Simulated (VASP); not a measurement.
# KSnBr5 (P4/mmm) in VASP: relaxation of cell and atoms with PBEsol

Aim: the relaxation of cell and atoms of KSnBr5 with PBEsol.

Program: VASP 6.6.1. These are calculated values, not measurements. Logs are shortened: lines on timing, memory, paths and dates and some standing lists are left out, and cuts for length are marked.

## 1. The cell of the first run

Symmetry: P4/mmm, No. 123, tetragonal system. The conventional cell has a = 5.241 Å, b = 5.241 Å, c = 9.131 Å, α = 90.00°, β = 90.00°, γ = 90.00°. Within 4.2 Å of K (site symmetry 4/mmm) lie 8 Br at 3.22 Å. Within 4.9 Å of Sn (site symmetry 4/mmm) lie 12 Br at 3.71 to 3.76 Å. Within 4.9 Å of Br (site symmetry 4/mmm) lie 4 Sn at 3.71 Å and 8 Br at 3.76 Å and 2 K at 4.57 Å. Br (site symmetry 2mm) has 2 K at 3.22 Å and 7 Br at 3.71 to 3.76 Å and 2 Sn at 3.76 Å within 4.2 Å.

## 2. Relaxation of cell and atoms, PBEsol

Input file INCAR:

```
SYSTEM = KSnBr5
ALGO     = Normal         ! electronic algorithm
EDIFF    = 1E-7           ! SCF threshold, eV
EDIFFG   = -0.01          ! ionic threshold
ENCUT    = 600            ! plane-wave cutoff, eV
GGA      = PS             ! functional
IBRION   = 2              ! ionic algorithm
ISIF     = 3              ! what is computed and relaxed
ISMEAR   = -1             ! smearing method
LASPH    = .True.         ! aspherical terms in the spheres
LCHARG   = .False.        ! write CHGCAR
LREAL    = .False.        ! projectors in reciprocal space
LWAVE    = .False.        ! write WAVECAR
NELM     = 60             ! most SCF steps
NSW      = 100            ! ionic steps
PREC     = Accurate       ! precision mode
SIGMA    = 0.03           ! smearing width, eV
```

Input file KPOINTS:

```
k-points
0
Gamma
  4 4 2
  0 0 0
```

Input file POSCAR:

```
KSnBr5
1.0
    5.2407460300      0.0000000000      0.0000000000
    0.0000000000      5.2407460300      0.0000000000
    0.0000000000      0.0000000000      9.1313977100
K Sn Br
1 1 5
Direct
    0.0000000000      0.0000000000      0.5000000000
    0.5000000000      0.5000000000      0.0000000000
    0.0000000000      0.0000000000      0.0000000000
    0.5000000000      0.0000000000      0.7047851500
    0.0000000000      0.5000000000      0.7047851500
    0.5000000000      0.0000000000      0.2952148500
    0.0000000000      0.5000000000      0.2952148500
```

Potentials or basis: VASP PAW PBE potentials, release 64 (K_sv, Sn_d, Br).

The run is started by

```console
$ cat potpaw_PBE.64/K_sv/POTCAR potpaw_PBE.64/Sn_d/POTCAR potpaw_PBE.64/Br/POTCAR > POTCAR
$ mpirun -np 1 vasp_std > vasp.out
```

OUTCAR:

```text
SYSTEM = KSnBr5
   EDIFF = 1E-7
   EDIFFG = -0.01
   ENCUT = 600
   GGA = PS
   IBRION = 2
   ISIF = 3
   ISMEAR = -1
   LASPH = .True.
   LREAL = .False.
   NELM = 60
   NSW = 100
   PREC = Accurate

 ion  position               nearest neighbor table
   1  0.000  0.000  0.500-   4 3.22   5 3.22   6 3.22   7 3.22   5 3.22   7 3.22   4 3.22   6 3.22

   2  0.500  0.500  0.000-
   3  0.000  0.000  0.000-
   4  0.500  0.000  0.705-   1 3.22   1 3.22
   5  0.000  0.500  0.705-   1 3.22   1 3.22
   6  0.500  0.000  0.295-   1 3.22   1 3.22
   7  0.000  0.500  0.295-   1 3.22   1 3.22

  LATTYP: Found a simple tetragonal cell.
 ALAT       =     5.2407460300
 C/A-ratio  =     1.7423850837

  Lattice vectors:

 A1 = (   5.2407460300,   0.0000000000,   0.0000000000)
 A2 = (   0.0000000000,   5.2407460300,   0.0000000000)
 A3 = (   0.0000000000,   0.0000000000,   9.1313977100)

Analysis of symmetry for initial positions (statically):
=====================================================================
 Subroutine PRICEL returns:
 Original cell was already a primitive cell.

 Routine SETGRP: Setting up the symmetry group for a
 simple tetragonal supercell.

 Subroutine GETGRP returns: Found 16 space group operations
 (whereof 16 operations were pure point group operations)
 out of a pool of 16 trial point group operations.

The static configuration has the point symmetry D_4h.

Analysis of symmetry for dynamics (positions and initial velocities):
=====================================================================
 Subroutine PRICEL returns:
 Original cell was already a primitive cell.

 Routine SETGRP: Setting up the symmetry group for a
 simple tetragonal supercell.

 Subroutine GETGRP returns: Found 16 space group operations
 (whereof 16 operations were pure point group operations)
 out of a pool of 16 trial point group operations.

The dynamic configuration has the point symmetry D_4h.

 Subroutine INISYM returns: Found 16 space group operations
 (whereof 16 operations are pure point group operations),
 and found     1 'primitive' translations

----------------------------------------------------------------------------------------

                                     Primitive cell

  volume of cell :     250.7977

  direct lattice vectors                    reciprocal lattice vectors
     5.240746030  0.000000000  0.000000000     0.190812528  0.000000000  0.000000000
     0.000000000  5.240746030  0.000000000     0.000000000  0.190812528  0.000000000
     0.000000000  0.000000000  9.131397710     0.000000000  0.000000000  0.109512260
[... 78 lines left out ...]
   LASPH  =      T    aspherical Exc in radial PAW
   ENCUT  =  600.0 eV  44.10 Ry    6.64 a.u.  10.47 10.47 18.24*2*pi/ulx,y,z
   NELM   =     60;   NELMIN=  2; NELMDL= -5     # of ELM steps
   EDIFF  = 0.1E-06   stopping-criterion for ELM
   LREAL  =      F    real-space projection
   EDIFFG = -.1E-01   stopping-criterion for IOM
   NSW    =    100    number of steps for IOM
   IBRION =      2    ionic relax: 0-MD 1-quasi-New 2-CG
   NFREE  =      1    steps in history (QN), initial steepest desc. (CG)
   ISIF   =      3    stress and relaxation
   ISYM   =      2    0-nonsym 1-usesym 2-fastsym
   POTIM  = 0.5000    time-step for ionic-motion
   TEBEG  =    0.0;   TEEND  =   0.0 temperature during run
   PSTRESS=    0.0 pullay stress
   NELECT =      58.0000    total number of electrons
   NUPDOWN=      -1.0000    fix difference up-down
   EMIN   =  10.00;   EMAX   =-10.00  energy-range for DOS
   EFERMI =   0.00;   METHOD = LEGACY
   ISMEAR =    -1;   SIGMA  =   0.03  broadening in eV -4-tet -1-fermi 0-gaus
   EFERMI_NEDOS =   21; number of points for ismear=-14 and -15
   IALGO  =     38    algorithm
   IMIX   =      4    mixing-type and parameters
     AMIX     =   0.40;   BMIX     =  1.00
     AMIX_MAG =   1.60;   BMIX_MAG =  1.00
  volume/ion in A,a.u.               =      35.83       241.78
  Fermi-wavevector in a.u.,A,eV,Ry     =   1.004870  1.898928 13.738656  1.009763
  Thomas-Fermi vector in A             =   2.137513
   LORBIT       =      0    0 simple, 1 ext, 2 COOP (PROOUT), +10 PAW based schemes
   GGA     = PS    functional components
   LHFCALC =     F    Hartree Fock is set to
   AEXX    =    0.0000 exact exchange contribution
   IVDW    =     0    specifies the selected vdW correction
   LEPSILON=     F    determine dielectric tensor
   LRPA    =     F    only Hartree local field effects (RPA)
 conjugate gradient relaxation of ions
 non-spin polarized calculation
  energy-cutoff  :      600.00
  volume of cell :      250.80
 maximum number of plane-waves:      8417
 NGX is ok and might be reduce to    42
   NGX = 21   NGY = 21   NGZ = 37

--------------------------------------- Ionic step        1  -------------------------------------------

 number of electron      57.9999991 magnetization

 Free energy of the ion-electron system (eV)
  ---------------------------------------------------
  ext. energy  EPLUGINS =         0.00000000
  ---------------------------------------------------
  free energy    TOTEN  =       -16.72815010 eV

  energy without entropy =      -16.68050193  energy(sigma->0) =      -16.70432602

 E-fermi :  -0.4220     XC(G=0):  -8.0708

 val. band max:       -0.4322429320   @ k =   0.5000   0.2500   0.5000
 cond. band min:      -0.4096094329   @ k =   0.5000   0.5000   0.0000
 fundamental gap:      0.0226334991
 Fermi energy:        -0.4219696993

 k-point     1 :       0.0000    0.0000    0.0000
  band No.  band energies     occupation
      1     -27.9497      2.00000
      2     -22.4184      2.00000
      3     -22.4168      2.00000
      4     -22.4145      2.00000
      5     -22.4139      2.00000
      6     -22.4139      2.00000
[... 549 lines left out ...]
  FREE ENERGIE OF THE ION-ELECTRON SYSTEM (eV)
  ---------------------------------------------------
  free  energy   TOTEN  =       -17.5744261645 eV

  energy  without entropy=      -17.5399623976  energy(sigma->0) =      -17.55719428

[... ionic steps 4 to 24 ...]

--------------------------------------- Ionic step       25  -------------------------------------------

 number of electron      57.9999995 magnetization

------------------------ aborting loop because EDIFF is reached ----------------------------------------
[... 77 lines left out ...]
--------------------------------------- Ionic step       27  -------------------------------------------

 number of electron      57.9999993 magnetization

 Free energy of the ion-electron system (eV)
  ---------------------------------------------------
  ext. energy  EPLUGINS =         0.00000000
  ---------------------------------------------------
  free energy    TOTEN  =       -18.41994688 eV

  energy without entropy =      -18.41658602  energy(sigma->0) =      -18.41826645

 E-fermi :   1.9975     XC(G=0):  -8.9246

 val. band max:        1.8629569685   @ k =   0.5000   0.2500   0.5000
 cond. band min:       2.0861856767   @ k =   0.0000   0.0000   0.5000
 fundamental gap:      0.2232287082
 Fermi energy:         1.9974833352

 k-point     1 :       0.0000    0.0000    0.0000
  band No.  band energies     occupation
      1     -26.9812      2.00000
      2     -19.8702      2.00000
      3     -19.8551      2.00000
      4     -19.8551      2.00000
      5     -19.8446      2.00000
      6     -19.8348      2.00000
[... 467 lines left out ...]
  FREE ENERGIE OF THE ION-ELECTRON SYSTEM (eV)
  ---------------------------------------------------
  free  energy   TOTEN  =       -18.4199468761 eV

  energy  without entropy=      -18.4165860172  energy(sigma->0) =      -18.41826645

 reached required accuracy - stopping structural energy minimisation
```

Wall time 35 min (1 thread of Intel Xeon Platinum 8488C (Sapphire Rapids), shared host); peak memory 0.49 GiB.

Results:

- Free energy: -18.4199 eV
- Relaxed volume: 28.94 Å³/atom
- Relaxed cell: a = 4.451 Å, b = 4.451 Å, c = 10.222 Å, α = 90.00°, β = 90.00°, γ = 90.00°
- Space group after relaxing (to 0.1 Å): P4/mmm (No. 123)
- Energy gained by relaxing: 241.7 meV/atom
- Ionic steps: 27
- Pressure after relaxing: 0.0 GPa
- Band gap on the k mesh: zero (bands 29 and 30 overlap by 1.34 eV)

The path:
```csv
step,energy change (eV),largest force (eV/Å),pressure (GPa),volume (Å³)
1,0.0000,0.6467,-3.54,250.80
2,-0.6021,0.7249,-2.19,223.12
3,-0.8463,0.7628,0.33,200.03
4,-0.8482,0.7643,0.83,196.88
5,-1.0158,0.5971,0.97,195.57
6,-1.2937,0.1539,1.84,191.91
7,-0.7861,0.9345,6.26,183.86
8,-1.3190,0.0382,2.39,190.59
9,-1.4597,0.0694,0.17,203.89
10,-1.4659,0.0725,-0.43,208.49
11,-1.4661,0.0724,-0.35,207.86
12,-1.4931,0.1106,-0.31,207.34
13,-1.5666,0.2462,-0.07,205.41
14,-1.4792,0.2775,1.54,199.91
15,-1.5924,0.3057,0.12,204.37
16,-1.5957,0.3107,0.67,202.30
17,-1.6057,0.3239,0.34,203.42
18,-1.6258,0.2427,0.11,205.19
19,-1.6259,0.2365,0.09,205.33
20,-1.6442,0.1978,-0.14,206.23
21,-1.6670,0.1033,-0.68,208.46
22,-1.6812,0.0829,-0.37,205.80
23,-1.6896,0.0433,0.21,201.41
24,-1.6897,0.0466,0.16,201.77
25,-1.6909,0.0287,0.11,201.97
26,-1.6917,0.0012,0.03,202.31
27,-1.6918,0.0001,0.00,202.55
```

Final structure:
```yaml
crystal:
  lattice:
    - [4.45126, 0.00000, 0.00000]
    - [0.00000, 4.45126, 0.00000]
    - [0.00000, 0.00000, 10.22247]
  atoms:
    - { symbol: K, position: [0.00000, 0.00000, 0.50000] }
    - { symbol: Sn, position: [0.50000, 0.50000, 0.00000] }
    - { symbol: Br, position: [0.00000, 0.00000, 0.00000] }
    - { symbol: Br, position: [0.50000, 0.00000, 0.73496] }
    - { symbol: Br, position: [0.00000, 0.50000, 0.73496] }
    - { symbol: Br, position: [0.50000, 0.00000, 0.26504] }
    - { symbol: Br, position: [0.00000, 0.50000, 0.26504] }
```

Caveat: the volume moved by over 15 % at a fixed basis, so the end points are rough; the PAW data sets were made with another functional, which shifts forces and pressure a little; spin-orbit coupling is left out, which moves the levels of the heavy elements.

The gap in the log of VASP goes by the Fermi energy; the results here count the filled bands.